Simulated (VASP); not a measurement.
**YTl: electric field gradients with LDA**

The system is YTl.

```
Y Tl
1.0
     3.75100    0.03751    0.03751
     0.03751    3.75100    0.03751
     0.03751    0.03751    3.75100
Y Tl
1 1
Direct
  0.50000 0.50000 0.50000
  0.00000 0.00000 0.00000
```

This cell differs from its parent crystal: equal xy, yz and zx shear strains of +2 %.

```yaml
Program: VASP 6.6.1
Task: electric field gradients
Functional: LDA
Potentials_or_basis: VASP PAW LDA potentials, release 64 (Y_sv, Tl_d)
Cutoff: 520 eV
k_mesh: 11 × 11 × 11
Occupations: fermi-dirac, width 0.08 eV
Spin: no spin polarisation
Dipole_correction: no
Further_INCAR_settings: ALGO = Normal; EDIFF = 1e-08; NBANDS = 19
```

```yaml
Pressure: -2.8 GPa
Band_gap_on_the_k_mesh: zero (band 12 reaches 6.08 eV, above the bottom of band 13 at 3.77 eV)
```

Stress tensor (GPa, compression positive):
```
-2.84 -0.56 -0.56
-0.56 -2.84 -0.56
-0.56 -0.56 -2.84
```

Levels at points of the mesh, in eV from the Fermi level:
```
           k point  band 10  band 11  band 12  band 13  band 14  band 15
(0.00, 0.00, 0.00)    -9.06    -0.13    -0.13     3.07     3.07     3.11
```

Electric field gradients, principal values (V/Å²):
| atom | least | middle | greatest (by size) |
| --- | --- | --- | --- |
| 1 Y | -4.020 | -4.020 | 8.039 |
| 2 Tl | -19.332 | -19.332 | 38.664 |

Wall time 86 s on 1 thread of Intel(R) Xeon(R) Platinum 8259CL CPU @ 2.50GHz (Skylake/Cascade Lake), with other jobs on the host, peak memory 0.28 GiB.

Caveat: the cell differs from its parent crystal (equal xy, yz and zx shear strains of +2 %); without QUAD_EFG the Cq values of the log hold for a quadrupole moment of 1 mb, not for the nuclei; spin-orbit coupling is left out, which moves the levels of the heavy elements.
